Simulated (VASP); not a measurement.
Runs of VASP 6.6.1 on KF. The structure is that of space group Pm-3m (No. 221), or close to it. The cells are those of the table. 

```csv
cell,gap on the mesh (eV),pressure (GPa),moment (μB)
"a = 3.281 Å, 2 atoms",6.12,-0.6,0.00
"a = 3.323 Å, 2 atoms",5.88,(a),0.00
"a = 3.259 Å, 2 atoms",6.26,0.0,0.00
"a = 3.237 Å, 2 atoms",6.40,(b),0.00
"a = 3.192 Å, 2 atoms",6.70,2.4,0.00
```

Alike in all rows: task single point; level PBE; potentials or basis VASP PAW PBE potentials, release 64 (K_sv, F); spin non-collinear, typed start; k mesh 6 × 6 × 6; cutoff (eV) 520; smearing fermi-dirac 0.1 eV.

**Question.** Fill in the values left out.

**Answer.** (a) -1.7; (b) 0.7.

A k mesh can miss the band edges.
